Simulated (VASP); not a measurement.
# SnSe2 (P1) in VASP: notebook, part 2 of 2

VASP 6.6.1. The steps go on from the part before.

**4. Single point, PBE (atom 2 (Se) moved by (-0.600, +0.300) A along x and z)**

INCAR

```
ALGO     = Normal         # electronic algorithm
EDIFF    = 1E-6           # SCF threshold, eV
ENCUT    = 520            # plane-wave cutoff, eV
GGA      = PE             # functional
ISIF     = 2              # what is computed and relaxed
ISMEAR   = 0              # smearing method
LASPH    = T              # aspherical terms in the spheres
LCHARG   = T              # write CHGCAR
LELF     = T              # ELF
LREAL    = F              # projectors in reciprocal space
LVHAR    = T            
LWAVE    = F              # write WAVECAR
NBANDS   = 20             # bands
NELM     = 60             # most SCF steps
PREC     = Accurate       # precision mode
SIGMA    = 0.05           # smearing width, eV
```

KPOINTS

```
k-points
0
Gamma
  12 12 6
```

POSCAR

```
SnSe2
1.0
    3.8109987816      0.0000000000      0.0000000000
   -1.9054993908      3.3004217586      0.0000000000
    0.0000000000      0.0000000000      6.1370000000
Sn Se
1 2
Direct
    0.0000000000      0.0000000000      0.0000000000
    0.1758942906      0.6666666667      0.2988838195
    0.6666666667      0.3333333333      0.7500000000
```

Run with:

```bash
cat potpaw_PBE.64/Sn_d/POTCAR potpaw_PBE.64/Se/POTCAR > POTCAR
mpirun -np 1 vasp_std > vasp.out
```

It took 3.8 min on 1 thread of Intel Xeon 6975P-C (Granite Rapids), shared host; peak memory 0.69 GiB.

It converged, with:

| Quantity | Value |
| --- | --- |
| Free energy | -11.3343 eV |
| Pressure | 3.8 GPa |
| Largest force | 1.140 eV/Å |
| Band gap on the k mesh | zero (bands 13 and 14 overlap by 0.66 eV) |

Forces in eV/Å, atoms in the order of the input:
```
Sn  -0.574  0.676  0.716
Se   0.926 -0.529 -0.339
Se  -0.352 -0.147 -0.377
```

Stress tensor (GPa, compression positive):
```
 3.82  0.36  3.08
 0.36  3.75 -2.12
 3.08 -2.12  3.77
```

Levels at points of the mesh, in eV from the Fermi level:
```
           k point  band 9  band 10  band 11  band 12  band 13  band 14  band 15  band 16  band 17  band 18
(0.00, 0.00, 0.00)   -1.74    -1.56    -0.97    -0.43     0.07     0.23     2.63     3.59     4.83     7.15
(0.50, 0.00, 0.00)   -4.70    -3.39    -3.10    -2.98    -0.87     0.77     2.84     4.47     4.93     5.40
(0.00, 0.50, 0.00)   -4.74    -4.11    -2.85    -2.34    -0.79     0.92     2.40     4.22     5.62     5.95
(0.50, 0.50, 0.00)   -4.88    -4.12    -2.96    -1.32    -0.51     0.27     2.30     3.77     5.01     6.72
(0.00, 0.00, 0.50)   -3.36    -1.61    -1.47    -0.62     0.05     1.69     2.54     3.57     4.67     6.57
(0.50, 0.00, 0.50)   -5.25    -3.06    -2.31    -1.27    -1.07    -0.53     2.05     3.51     5.03     6.07
(0.00, 0.50, 0.50)   -5.37    -3.12    -2.60    -1.50    -0.83     0.08     2.60     3.47     4.34     7.27
(0.50, 0.50, 0.50)   -5.26    -3.12    -2.83    -2.13    -0.97     0.63     3.42     4.17     4.46     6.40
```

Caveat: the cell differs from its parent crystal (atom 2 (Se) moved by (-0.600, +0.300) A along x and z); the cell stands under pressure; semilocal functionals underestimate gaps, and a narrow one can read as zero; spin-orbit coupling is left out, which moves the levels of the heavy elements; forces of over 1 eV/Å act on the atoms, so gaps and moduli don't describe the material at rest.

**5. Single point, PBE (atom 2 (Se) moved by (-0.300, +0.600) A along x and z)**

INCAR

```
SYSTEM = SnSe2
PREC = Accurate
ENCUT = 520
EDIFF = 1E-7
ISMEAR = 0
SIGMA = 0.05
LREAL = .FALSE.
LASPH = .TRUE.
NELM = 100
ALGO = Normal
ISIF = 2
LWAVE = .FALSE.
LCHARG = .FALSE.
GGA = PE
NBANDS = 20
```

KPOINTS

```
Automatic mesh
0
G
  12 12 6
  0 0 0
```

Edit POSCAR of step 4 so:

```diff
@@ -9,3 +9,3 @@
     0.0000000000      0.0000000000      0.0000000000
-    0.1758942906      0.6666666667      0.2988838195
+    0.2546138120      0.6666666667      0.3477676389
     0.6666666667      0.3333333333      0.7500000000
```

Run with:

```bash
cat potpaw_PBE.64/Sn_d/POTCAR potpaw_PBE.64/Se/POTCAR > POTCAR
mpirun -np 1 vasp_std > vasp.out
```

It took 4.2 min on 1 thread of Intel Xeon 6975P-C (Granite Rapids), shared host; peak memory 0.69 GiB.

It converged, with:

| Quantity | Value |
| --- | --- |
| Free energy | -11.0870 eV |
| Pressure | 0.5 GPa |
| Largest force | 2.096 eV/Å |
| Band gap on the k mesh | zero (bands 13 and 14 overlap by 1.04 eV) |

Forces on the atoms (eV/Å):
```
Sn   0.085  0.055  2.094
Se   0.098 -0.027 -1.583
Se  -0.183 -0.028 -0.511
```

Stress tensor (GPa, compression positive):
```
 2.41  0.37 -0.03
 0.37  2.43 -0.23
-0.03 -0.23 -3.36
```

Levels at points of the mesh, in eV from the Fermi level:
| k point | band 9 | band 10 | band 11 | band 12 | band 13 | band 14 | band 15 | band 16 | band 17 | band 18 |
| --- | --- | --- | --- | --- | --- | --- | --- | --- | --- | --- |
| (0.00, 0.00, 0.00) | -1.57 | -1.49 | -0.78 | -0.19 | -0.01 | 0.33 | 3.14 | 4.00 | 4.37 | 6.95 |
| (0.50, 0.00, 0.00) | -4.14 | -3.74 | -2.95 | -2.92 | -0.26 | 1.03 | 2.61 | 3.93 | 4.78 | 5.14 |
| (0.00, 0.50, 0.00) | -4.15 | -3.90 | -2.87 | -2.68 | -0.24 | 0.97 | 2.31 | 3.87 | 4.89 | 5.46 |
| (0.50, 0.50, 0.00) | -4.38 | -3.76 | -2.91 | -2.24 | -0.15 | 0.72 | 2.08 | 3.82 | 4.60 | 5.82 |
| (0.00, 0.00, 0.50) | -3.40 | -1.54 | -1.50 | 0.09 | 0.33 | 1.85 | 2.90 | 3.75 | 3.94 | 6.07 |
| (0.50, 0.00, 0.50) | -5.10 | -2.72 | -2.14 | -1.25 | -0.84 | -0.59 | 1.98 | 3.83 | 4.92 | 5.93 |
| (0.00, 0.50, 0.50) | -5.09 | -2.78 | -2.33 | -1.58 | -0.73 | -0.22 | 2.45 | 3.65 | 4.60 | 6.40 |
| (0.50, 0.50, 0.50) | -5.05 | -2.73 | -2.56 | -1.95 | -0.79 | 0.12 | 2.99 | 3.55 | 4.88 | 6.15 |

Caveat: the cell differs from its parent crystal (atom 2 (Se) moved by (-0.300, +0.600) A along x and z); the stress differs along the axes, from -3 to 2 GPa; spin-orbit coupling is left out, which moves the levels of the heavy elements; forces of over 1 eV/Å act on the atoms, so gaps and moduli don't describe the material at rest.

**6. Summary**

```csv
cell,gap on the mesh (eV),pressure (GPa),largest force (eV/Å)
"as given, atomic positions A",0.53,15.1,5.63
"as given, atomic positions B",0.03,10.3,4.35
"as given, atomic positions C",none,3.8,1.14
"as given, atomic positions D",none,0.5,2.10
```

Alike in all rows: task single point; level PBE; potentials or basis VASP PAW PBE potentials, release 64 (Sn_d, Se); no spin polarisation; k mesh 12 × 12 × 6; cutoff (eV) 520; smearing gaussian 0.05 eV.

Caveats: spin-orbit coupling is left out, which moves the levels of the heavy elements; forces of over 1 eV/Å act on the atoms, so gaps and moduli don't describe the material at rest; semilocal functionals underestimate gaps, and a narrow one can read as zero (at least some runs); the cell stands under pressure (at least some runs); the stress differs along the axes, from 8 to 15 GPa (at least some runs); the stress differs along the axes, from -3 to 2 GPa (at least some runs).

Total energies depend on the potentials used, so only differences within one code and one set of settings carry meaning.
